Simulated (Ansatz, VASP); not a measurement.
**SnPb5S6: VASP beside Ansatz**

```xyz
12
Lattice="4.2325 0.0000 0.0000 0.0000 4.2325 0.0000 0.0000 0.0000 17.9545" Properties=species:S:1:pos:R:3 pbc="T T T"
Sn    0.0000    0.0000    8.9772
Pb    0.0000    0.0000    3.0090
Pb    2.1162    2.1162    6.0145
Pb    2.1162    2.1162   11.9399
Pb    0.0000    0.0000   14.9454
Pb    2.1162    2.1162    0.0000
S     0.0000    0.0000    0.0000
S     2.1162    2.1162    3.0011
S     0.0000    0.0000    6.0475
S     2.1162    2.1162    8.9772
S     0.0000    0.0000   11.9070
S     2.1162    2.1162   14.9534
```

Alike in both runs: task single point; functional PBE; k mesh 4 × 4 × 1; occupations gaussian, width 0.1 eV; no spin polarisation.

|  | VASP | Ansatz |
| --- | --- | --- |
| version | VASP 6.6.1 | Ansatz 0.2.0 |
| potentials or method | VASP PAW PBE potentials, release 64 (Sn_d, Pb_d, S), cutoff 520 eV | scalar-relativistic, plane waves, PAW |
| valence electrons in the cell | 120 | 120 |

```csv
,VASP,Ansatz,Ansatz less VASP
gap on the k mesh at the Fermi level (eV),0.70,0.70,-0.001
least direct gap on the mesh (eV),0.70,0.70,-0.001
pressure (GPa),-0.2,-0.1,+0.06
"traceless stress, the component that is largest in VASP (GPa)",-1.28,-1.29,-0.003
rms of the force components (eV/Å),0.010,0.010,+0.0002
```

Atom by atom the forces differ by 0.000 eV/Å (rms over components). With one functional, cell and mesh, what is left measures potentials, basis and numerics.

Spin-orbit coupling is off throughout.
